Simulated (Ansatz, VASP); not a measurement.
# AlAs in VASP and in Ansatz

```
Al As
1.0
     0.00000    2.86386    2.86386
     2.86386    0.00000    2.86386
     2.86386    2.86386    0.00000
Al As
1 1
Direct
  0.00000 0.00000 0.00000
  0.25000 0.25000 0.25000
```

Alike in both runs: functional PBE; k mesh 8 × 8 × 8; occupations gaussian, width 0.02 eV; no spin polarisation.

Ansatz relaxed the structure, and its values are those at the end. VASP's run is a single point on that final structure, the one shown.

```csv
,VASP,Ansatz
version,VASP 6.6.1,Ansatz 0.2.0
potentials or method,"VASP PAW PBE potentials, release 64 (Al, As), cutoff 500 eV","scalar-relativistic, plane waves, PAW"
valence electrons in the cell,8,18
```

VASP gave:

| Item | Value |
| --- | --- |
| gap on the k mesh at the Fermi level (eV) | 1.49 |
| least direct gap on the mesh (eV) | 1.78 |
| pressure (GPa) | 0.2 |

Task: Estimate Ansatz's values.

Result: gap on the k mesh at the Fermi level (eV): 1.50; least direct gap on the mesh (eV): 1.78; pressure (GPa): 0.0.

With one functional, cell and mesh, what is left measures potentials, basis and numerics. VASP's potentials hold 8 valence electrons a cell and Ansatz's 18, so a difference there can come from the potentials and not from the codes.
